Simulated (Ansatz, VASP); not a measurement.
Ta: VASP beside Ansatz

Contents of INCAR:

```
ALGO = Normal
EDIFF = 1E-7
EDIFFG = -0.04
ENCUT = 600
GGA = PS
IBRION = 2
ISIF = 3
ISMEAR = 0
LASPH = T
LCHARG = F
LREAL = F
LWAVE = F
NELM = 100
NSW = 90
PREC = Accurate
SIGMA = 0.1
```

Contents of KPOINTS:

```
k-points
0
Gamma
  6 6 4
```

The input POSCAR:

```
Ta
1.0
    4.5763305124      0.0000000000      0.0000000000
   -2.2881652562      3.9632184798      0.0000000000
    0.0000000000      0.0000000000      4.7171784019
Ta
4
Direct
    0.0000000000      0.0000000000      0.2500000000
    0.0000000000      0.0000000000      0.7500000000
    0.3333333333      0.6666666667      0.7500000000
    0.6666666667      0.3333333333      0.2500000000
```

Input for Ansatz:

```yaml
crystal:
  lattice:
    - [4.5763305124, 0.0, 0.0]
    - [-2.2881652562, 3.9632184798, 0.0]
    - [0.0, 0.0, 4.7171784019]
  atoms:
    - { symbol: Ta, position: [0.0, 0.0, 0.25] }
    - { symbol: Ta, position: [0.0, 0.0, 0.75] }
    - { symbol: Ta, position: [0.3333333333, 0.6666666667, 0.75] }
    - { symbol: Ta, position: [0.6666666667, 0.3333333333, 0.25] }
basis:
  ecutwfc: 420
kpoints:
  mp_grid: { grid: [6, 6, 4] }
hamiltonian:
  xc: pbesol
scf:
  occupations: { method: gaussian, width: 0.1 }
  lower_state_search: "off"
output:
  forces: true
  stress: true
  eigenvalues: true
relax:
  adjacent_minimum: "off"
  f_tol: 0.04
  max_steps: 70
  cell: { stress_tol: 0.4 }
```

Alike in both runs: task relaxation of cell and atoms; functional PBEsol; k mesh 6 × 6 × 4; occupations gaussian, width 0.1 eV; no spin polarisation.

|  | VASP | Ansatz |
| --- | --- | --- |
| version | VASP 6.6.1 | Ansatz 0.2.0 |
| potentials or method | VASP PAW PBE potentials, release 64 (Ta_pv), cutoff 600 eV | scalar-relativistic, plane waves, PAW |
| valence electrons in the cell | 44 | 52 |

VASP gave:

```
gap on the k mesh at the Fermi level, each at its own relaxed structure (eV) : none
relaxed volume (Å³/atom)                                                     : 21.63
relaxed length of the cell vector where the two differ most in proportion (Å)              : 4.797
```

Q: Which values does Ansatz return?

A: gap on the k mesh at the Fermi level, each at its own relaxed structure (eV): none; relaxed volume (Å³/atom): 21.55; relaxed length of the cell vector where the two differ most in proportion (Å): 4.790.

VASP's potentials were made for PBE, not for PBEsol. A gap of «none» marks a metal or a gap that the smearing closes. VASP's potentials hold 44 valence electrons a cell and Ansatz's 52, so a difference there can come from the potentials and not from the codes.

Neither program's run includes spin-orbit coupling.
